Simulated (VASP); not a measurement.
Here is a VASP 6.6.1 calculation.

The input INCAR:

```
PREC     = Accurate       # precision mode
ENCUT    = 520            # plane-wave cutoff, eV
EDIFF    = 1E-6           # SCF threshold, eV
ISMEAR   = -1             # smearing method
SIGMA    = 0.02           # smearing width, eV
LREAL    = False          # projectors in reciprocal space
LASPH    = True           # aspherical terms in the spheres
NELM     = 80             # most SCF steps
ALGO     = Normal         # electronic algorithm
ISIF     = 2              # what is computed and relaxed
LWAVE    = False          # write WAVECAR
LCHARG   = False          # write CHGCAR
GGA      = PS             # functional
NBANDS   = 11             # bands
```

File KPOINTS:

```
Automatic mesh
0
Gamma
  11 11 11
```

Contents of POSCAR:

```
NaH
1.0
    0.0477284333      2.4102858818      2.4102858818
    2.4102858818      0.0477284333      2.4102858818
    2.4102858818      2.4102858818      0.0477284333
Na H
1 1
Direct
    0.0000000000      0.0000000000      0.0000000000
    0.5000000000      0.5000000000      0.5000000000
```

Potentials or basis: VASP PAW PBE potentials, release 64 (Na_pv, H).

Run with:

```console
$ cat potpaw_PBE.64/Na_pv/POTCAR potpaw_PBE.64/H/POTCAR > POTCAR
$ mpirun -np 1 vasp_std > vasp.out
```

Predict the pressure.

0.3 GPa.

Predict the band gap on the k mesh.

3.64 eV, indirect (least direct gap 4.59 eV).

Stress tensor (GPa, compression positive):
```
 0.27 -0.47 -0.47
-0.47  0.27 -0.47
-0.47 -0.47  0.27
```

Caveat: the cell differs from its parent crystal (equal xy, yz and zx shear strains of +2 %); the PAW data sets were made with another functional, which shifts forces and pressure a little. A k mesh can miss the band edges.
